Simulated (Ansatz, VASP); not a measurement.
# B in VASP and in Ansatz

```
B
1.0
     1.72484    0.00000    0.00000
    -0.86242    1.49375    0.00000
     0.00000    0.00000    3.68326
B
1
Direct
  0.00000 0.00000 0.00000
```

Alike in both runs: task single point; functional LDA; k mesh 19 × 19 × 8; no spin polarisation.

|  | VASP | Ansatz |
| --- | --- | --- |
| version | VASP 6.6.1 | Ansatz 0.2.0 |
| potentials or method | VASP PAW LDA potentials, release 64 (B), cutoff 520 eV | plane waves, PAW |
| occupations | methfessel-paxton of order 1, width 0.3 eV | cold, width 0.3 eV |
| valence electrons in the cell | 3 | 3 |

VASP gave:

```
pressure (GPa)                                                : -9.5
traceless stress, the component that is largest in VASP (GPa) : 8.94
```

**Question.** Which values does Ansatz return?

**Answer.** Pressure (GPa): -9.6; traceless stress, the component that is largest in VASP (GPa): 9.00.

LDA's correlation is that of Perdew and Zunger in VASP and of Perdew and Wang (1992) in Ansatz.
